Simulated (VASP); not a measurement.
# InAs (F-43m) in VASP: a series of runs

Runs on InAs. Level: PBE. Tasks: relaxation of cell and atoms.

Program: VASP 6.6.1. These are calculated values, not measurements. Logs are shortened: lines on timing, memory, paths and dates and some standing lists are left out, and cuts for length are marked.

## Step 1: The cell of the first run

Symmetry: F-43m, No. 216, cubic system. The conventional cell has a = 6.048 Å, b = 6.048 Å, c = 6.048 Å, α = 90.00°, β = 90.00°, γ = 90.00°. In (site symmetry -43m) has 4 As at 2.62 Å within 3.5 Å. As (site symmetry -43m) has 4 In at 2.62 Å within 3.5 Å.

## Step 2: Relaxation of cell and atoms, PBE

File INCAR:

```
ALGO = Normal
EDIFF = 1E-7
EDIFFG = -0.01
ENCUT = 600
GGA = PE
IBRION = 2
ISIF = 3
ISMEAR = 0
LASPH = True
LCHARG = False
LREAL = False
LWAVE = False
NELM = 80
NSW = 100
PREC = Accurate
SIGMA = 0.1
```

File KPOINTS:

```
k-points
0
Gamma
  16 16 16
```

File POSCAR:

```
InAs
1.0
    0.0000000000      3.0239999300      3.0239999300
    3.0239999300      0.0000000000      3.0239999300
    3.0239999300      3.0239999300      0.0000000000
In As
1 1
Direct
    0.0000000000      0.0000000000      0.0000000000
    0.2500000000      0.2500000000      0.2500000000
```

Potentials or basis: VASP PAW PBE potentials, release 64 (In_d, As).

Command:

```console
$ cat potpaw_PBE.64/In_d/POTCAR potpaw_PBE.64/As/POTCAR > POTCAR
$ mpirun -np 1 vasp_std > vasp.out
```

OUTCAR:

```text
EDIFF = 1E-7
   EDIFFG = -0.01
   ENCUT = 600
   GGA = PE
   IBRION = 2
   ISIF = 3
   ISMEAR = 0
   LASPH = True
   LREAL = False
   NELM = 80
   NSW = 100
   PREC = Accurate

 ion  position               nearest neighbor table
   1  0.000  0.000  0.000-   2 2.62   2 2.62   2 2.62   2 2.62
   2  0.250  0.250  0.250-   1 2.62   1 2.62   1 2.62   1 2.62

  LATTYP: Found a face centered cubic cell.
 ALAT       =     6.0479998600

  Lattice vectors:

 A1 = (   0.0000000000,   3.0239999300,   3.0239999300)
 A2 = (   3.0239999300,   0.0000000000,   3.0239999300)
 A3 = (   3.0239999300,   3.0239999300,   0.0000000000)

Analysis of symmetry for initial positions (statically):
[... 5 lines left out ...]
 face centered cubic supercell.

 Subroutine GETGRP returns: Found 24 space group operations
 (whereof 24 operations were pure point group operations)
 out of a pool of 48 trial point group operations.

The static configuration has the point symmetry T_d .

Analysis of symmetry for dynamics (positions and initial velocities):
[... 5 lines left out ...]
 face centered cubic supercell.

 Subroutine GETGRP returns: Found 24 space group operations
 (whereof 24 operations were pure point group operations)
 out of a pool of 48 trial point group operations.

The dynamic configuration has the point symmetry T_d .

 Subroutine INISYM returns: Found 24 space group operations
 (whereof 24 operations are pure point group operations),
 and found     1 'primitive' translations

----------------------------------------------------------------------------------------

                                     Primitive cell

  volume of cell :      55.3064

  direct lattice vectors                    reciprocal lattice vectors
     0.000000000  3.023999930  3.023999930    -0.165343919  0.165343919  0.165343919
     3.023999930  0.000000000  3.023999930     0.165343919 -0.165343919  0.165343919
     3.023999930  3.023999930  0.000000000     0.165343919  0.165343919 -0.165343919

  length of vectors
     4.276581714  4.276581714  4.276581714     0.286384069  0.286384069  0.286384069

  position of ions in fractional coordinates (direct lattice)
     0.000000000  0.000000000  0.000000000
     0.250000000  0.250000000  0.250000000

  ion indices of the primitive-cell ions
   primitive index   ion index
                 1           1
                 2           2

----------------------------------------------------------------------------------------

 KPOINTS: k-points

Automatic generation of k-mesh.
 Grid dimensions read from file:
 generate k-points for:   16   16   16

 Generating k-lattice:

  Cartesian coordinates                     Fractional coordinates (reciprocal lattice)
    -0.010333995  0.010333995  0.010333995     0.062500000  0.000000000  0.000000000
     0.010333995 -0.010333995  0.010333995     0.000000000  0.062500000  0.000000000
     0.010333995  0.010333995 -0.010333995     0.000000000  0.000000000  0.062500000

  Length of vectors
     0.017899004  0.017899004  0.017899004

  Shift w.r.t. Gamma in fractional coordinates (k-lattice)
     0.000000000  0.000000000  0.000000000

 Subroutine IBZKPT returns following result:
 ===========================================

 Found    145 irreducible k-points:

 Following reciprocal coordinates:
            Coordinates               Weight
  0.000000  0.000000  0.000000      1.000000
  0.062500  0.000000  0.000000      8.000000
  0.125000  0.000000  0.000000      8.000000
  0.187500  0.000000  0.000000      8.000000
  0.250000  0.000000  0.000000      8.000000
  0.312500  0.000000  0.000000      8.000000
[... 16 lines left out ...]
 -0.125000  0.062500  0.000000     24.000000
 -0.062500  0.062500  0.000000     12.000000
 [... further k-points ...]
   k-points           NKPTS =    145   k-points in BZ     NKDIM =    145   number of bands    NBANDS=     13
   number of dos      NEDOS =    301   number of ions     NIONS =      2
   total plane-waves  NPLWV =  46656
   dimension x,y,z NGX =    36 NGY =   36 NGZ =   36
   dimension x,y,z NGXF=    72 NGYF=   72 NGZF=   72
   ions per type =               1   1
   NGX,Y,Z   is equivalent  to a cutoff of  13.99, 13.99, 13.99 a.u.
   NGXF,Y,Z  is equivalent  to a cutoff of  27.99, 27.99, 27.99 a.u.
 SYSTEM =  unknown system
   PREC   = accura    normal or accurate (medium, high low for compatibility)
   ISTART =      0    job   : 0-new  1-cont  2-samecut
   ICHARG =      2    charge: 1-file 2-atom 10-const
   ISPIN  =      1    spin polarized calculation?
   LNONCOLLINEAR =      F non collinear calculations
   LSORBIT =      F    spin-orbit coupling
   LASPH  =      T    aspherical Exc in radial PAW
   ENCUT  =  600.0 eV  44.10 Ry    6.64 a.u.   8.54  8.54  8.54*2*pi/ulx,y,z
   NELM   =     80;   NELMIN=  2; NELMDL= -5     # of ELM steps
   EDIFF  = 0.1E-06   stopping-criterion for ELM
   LREAL  =      F    real-space projection
   EDIFFG = -.1E-01   stopping-criterion for IOM
   NSW    =    100    number of steps for IOM
   IBRION =      2    ionic relax: 0-MD 1-quasi-New 2-CG
   NFREE  =      1    steps in history (QN), initial steepest desc. (CG)
   ISIF   =      3    stress and relaxation
   ISYM   =      2    0-nonsym 1-usesym 2-fastsym
   POTIM  = 0.5000    time-step for ionic-motion
   TEBEG  =    0.0;   TEEND  =   0.0 temperature during run
   PSTRESS=    0.0 pullay stress
   NELECT =      18.0000    total number of electrons
   NUPDOWN=      -1.0000    fix difference up-down
   EMIN   =  10.00;   EMAX   =-10.00  energy-range for DOS
   EFERMI =   0.00;   METHOD = LEGACY
   ISMEAR =     0;   SIGMA  =   0.10  broadening in eV -4-tet -1-fermi 0-gaus
   EFERMI_NEDOS =   21; number of points for ismear=-14 and -15
   IALGO  =     38    algorithm
   IMIX   =      4    mixing-type and parameters
     AMIX     =   0.40;   BMIX     =  1.00
     AMIX_MAG =   1.60;   BMIX_MAG =  1.00
  volume/ion in A,a.u.               =      27.65       186.61
  Fermi-wavevector in a.u.,A,eV,Ry     =   1.126092  2.128005 17.253321  1.268083
  Thomas-Fermi vector in A             =   2.262772
   LORBIT       =      0    0 simple, 1 ext, 2 COOP (PROOUT), +10 PAW based schemes
   GGA     = PE    functional components
   LHFCALC =     F    Hartree Fock is set to
   AEXX    =    0.0000 exact exchange contribution
   IVDW    =     0    specifies the selected vdW correction
   LEPSILON=     F    determine dielectric tensor
   LRPA    =     F    only Hartree local field effects (RPA)
 conjugate gradient relaxation of ions
 non-spin polarized calculation
 Gauss-broadening in eV      SIGMA  =   0.10
  energy-cutoff  :      600.00
  volume of cell :       55.31
 maximum number of plane-waves:      1868
 NGX is ok and might be reduce to    36
   NGX = 17   NGY = 17   NGZ = 17

--------------------------------------- Ionic step        1  -------------------------------------------

 number of electron      18.0000004 magnetization

 Free energy of the ion-electron system (eV)
  ---------------------------------------------------
  ext. energy  EPLUGINS =         0.00000000
  ---------------------------------------------------
  free energy    TOTEN  =        -7.67400341 eV

  energy without entropy =       -7.67392891  energy(sigma->0) =       -7.67396616

 E-fermi :   4.5884     XC(G=0):  -9.0910

 val. band max:        4.5019065765   @ k =   0.0000   0.0000   0.0000
 cond. band min:       5.1310273711   @ k =   0.0625   0.0000   0.0000
 fundamental gap:      0.6291207946
 Fermi energy:         4.5883600194

 k-point     1 :       0.0000    0.0000    0.0000
  band No.  band energies     occupation
      1      -9.8880      2.00000
      2      -9.8880      2.00000
      3      -9.8880      2.00000
      4      -9.7623      2.00000
      5      -9.7623      2.00000
      6      -7.3561      2.00000
      7       4.3042      1.99994
      8       4.5019      1.77853
      9       4.5019      1.77853
     10       4.5019      1.77853
     11       8.4099      0.00000
     12       8.4099      0.00000
     13       8.4099      0.00000

 k-point     2 :       0.0625    0.0000    0.0000
  band No.  band energies     occupation
      1      -9.8933      2.00000
      2      -9.8864      2.00000
      3      -9.8864      2.00000
      4      -9.7624      2.00000
      5      -9.7624      2.00000
      6      -7.3152      2.00000
      7       3.5367      2.00000
      8       4.4493      1.95079
      9       4.4493      1.95079
     10       5.1310      0.00000
     11       8.4184      0.00000
[... 412 lines left out ...]
 POSITION                                       TOTAL-FORCE (eV/Angst)
 -----------------------------------------------------------------------------------
      0.00000      0.00000      0.00000        -0.000000     -0.000000     -0.000000
      1.56185      1.56185      1.56185         0.000000      0.000000      0.000000
 -----------------------------------------------------------------------------------
    total drift:                               -0.000000     -0.000000      0.000000

  FREE ENERGIE OF THE ION-ELECTRON SYSTEM (eV)
  ---------------------------------------------------
  free  energy   TOTEN  =        -7.7125506267 eV

  energy  without entropy=       -7.7124741854  energy(sigma->0) =       -7.71251241

--------------------------------------- Ionic step        3  -------------------------------------------

 number of electron      17.9999997 magnetization

 Free energy of the ion-electron system (eV)
  ---------------------------------------------------
  ext. energy  EPLUGINS =         0.00000000
  ---------------------------------------------------
  free energy    TOTEN  =        -7.71958949 eV

  energy without entropy =       -7.71951364  energy(sigma->0) =       -7.71955156

 E-fermi :   3.9239     XC(G=0):  -8.7926

 val. band max:        3.8328328603   @ k =   0.0000   0.0000   0.0000
 cond. band min:       4.2839654504   @ k =   0.0625   0.0000   0.0000
 fundamental gap:      0.4511325901
 Fermi energy:         3.9238602559

 k-point     1 :       0.0000    0.0000    0.0000
  band No.  band energies     occupation
      1     -10.4327      2.00000
      2     -10.4327      2.00000
      3     -10.4327      2.00000
      4     -10.3331      2.00000
      5     -10.3331      2.00000
      6      -7.6038      2.00000
      7       3.2864      2.00000
      8       3.8328      1.80202
      9       3.8328      1.80202
     10       3.8328      1.80202
     11       7.7058      0.00000
     12       7.7058      0.00000
     13       7.7058      0.00000

 k-point     2 :       0.0625    0.0000    0.0000
  band No.  band energies     occupation
      1     -10.4365      2.00000
      2     -10.4315      2.00000
      3     -10.4315      2.00000
      4     -10.3332      2.00000
      5     -10.3332      2.00000
      6      -7.5678      2.00000
      7       2.7164      2.00000
      8       3.7862      1.94836
      9       3.7862      1.94836
     10       4.2840      0.00000
     11       7.7038      0.00000
[... 376 lines left out ...]
 POSITION                                       TOTAL-FORCE (eV/Angst)
 -----------------------------------------------------------------------------------
      0.00000      0.00000      0.00000        -0.000000      0.000000     -0.000000
      1.54706      1.54706      1.54706         0.000000     -0.000000      0.000000
 -----------------------------------------------------------------------------------
    total drift:                               -0.000000     -0.000000     -0.000000

  FREE ENERGIE OF THE ION-ELECTRON SYSTEM (eV)
  ---------------------------------------------------
  free  energy   TOTEN  =        -7.7195894933 eV

  energy  without entropy=       -7.7195136360  energy(sigma->0) =       -7.71955156

 reached required accuracy - stopping structural energy minimisation
```

Wall time 4.5 min (1 thread of Intel Xeon Platinum 8375C at 2.90GHz (Ice Lake), shared host); peak memory 0.31 GiB.

What came out:

```yaml
Free_energy: -7.7196 eV
Relaxed_volume: 29.62 Å³/atom
Relaxed_cell: a = 4.376 Å, b = 4.376 Å, c = 4.376 Å, α = 60.00°, β = 60.00°, γ = 60.00°
Space_group_after_relaxing_to_0.05_Å: F-43m (No. 216)
Energy_gained_by_relaxing: 22.8 meV/atom
Ionic_steps: 3
Pressure_after_relaxing: 0.0 GPa
Band_gap_on_the_k_mesh: zero (filled and empty bands touch)
```

Step by step:
| step | energy change (eV) | largest force (eV/Å) | pressure (GPa) | volume (Å³) |
| --- | --- | --- | --- | --- |
| 1 | 0.0000 | 0.0000 | 3.96 | 55.31 |
| 2 | -0.0385 | 0.0000 | -1.29 | 60.96 |
| 3 | -0.0456 | 0.0000 | 0.01 | 59.24 |

Final structure:
```
In As
1.0
     0.00000    3.09412    3.09412
     3.09412    0.00000    3.09412
     3.09412    3.09412    0.00000
In As
1 1
Direct
  0.00000 0.00000 0.00000
  0.25000 0.25000 0.25000
```

Levels at points of the mesh, in eV from the Fermi level:
```tsv
k point	band 6	band 7	band 8	band 9	band 10	band 11	band 12	band 13
(0.00, 0.00, 0.00)	-11.53	-0.64	-0.09	-0.09	-0.09	3.78	3.78	3.78
(0.50, 0.00, 0.00)	-10.26	-5.52	-0.98	-0.98	0.72	4.54	4.54	6.66
(0.50, 0.50, 0.00)	-9.79	-5.64	-2.19	-2.19	1.57	1.95	8.66	8.70
```

Caveat: spin-orbit coupling is left out, which moves the levels of the heavy elements. PBE usually gives volumes a little too large and moduli too small.

## Step 3: Relaxation of cell and atoms, PBE

This run uses another cell than the first one, of 29.60 Å³/atom, 1.070 times its volume.

File INCAR:

```
SYSTEM = InAs
ALGO = Normal
EDIFF = 1E-6
EDIFFG = -0.01
ENCUT = 600
GGA = PE
IBRION = 2
ISIF = 3
ISMEAR = 0
LASPH = .True.
LCHARG = .False.
LREAL = .False.
LWAVE = .False.
NELM = 60
NSW = 100
PREC = Accurate
SIGMA = 0.1
```

File KPOINTS:

```
k-points
0
Gamma
  16 16 16
  0 0 0
```

File POSCAR:

```
InAs
1.0
    0.0000000000      3.0933460709      3.0933460709
    3.0933460709      0.0000000000      3.0933460709
    3.0933460709      3.0933460709      0.0000000000
In As
1 1
Direct
    0.0000000000      0.0000000000      0.0000000000
    0.2500000000      0.2500000000      0.2500000000
```

Potentials or basis: VASP PAW PBE potentials, release 64 (In_d, As).

Command:

```console
$ cat potpaw_PBE.64/In_d/POTCAR potpaw_PBE.64/As/POTCAR > POTCAR
$ mpirun -np 1 vasp_std > vasp.out
```

It took 2.3 min on 1 thread of Intel Xeon Platinum 8375C at 2.90GHz (Ice Lake), shared host; peak memory 0.33 GiB.

Results (log left out):

```
Free energy                            : -7.7200 eV
Relaxed volume                         : 29.65 Å³/atom
Relaxed cell                           : a = 4.377 Å, b = 4.377 Å, c = 4.377 Å, α = 60.00°, β = 60.00°, γ = 60.00°
Space group after relaxing (to 0.05 Å) : F-43m (No. 216)
Energy gained by relaxing              : 0.0 meV/atom
Ionic steps                            : 2
Pressure after relaxing                : 0.0 GPa
Band gap on the k mesh                 : zero (filled and empty bands touch)
```

Final structure:
```yaml
crystal:
  lattice:
    - [0.00000, 3.09494, 3.09494]
    - [3.09494, 0.00000, 3.09494]
    - [3.09494, 3.09494, 0.00000]
  atoms:
    - { symbol: In, position: [0.00000, 0.00000, 0.00000] }
    - { symbol: As, position: [0.25000, 0.25000, 0.25000] }
```

Levels at points of the mesh, in eV from the Fermi level:
```
           k point  band 5  band 6  band 7  band 8  band 9  band 10  band 11  band 12  band 13
(0.00, 0.00, 0.00)  -14.26  -11.52   -0.64   -0.09   -0.09    -0.09     3.78     3.78     3.78
(0.50, 0.00, 0.00)  -14.25  -10.26   -5.52   -0.98   -0.98     0.72     4.54     4.54     6.66
(0.50, 0.50, 0.00)  -14.24   -9.79   -5.64   -2.19   -2.19     1.57     1.95     8.66     8.70
```

Caveat: spin-orbit coupling is left out, which moves the levels of the heavy elements.
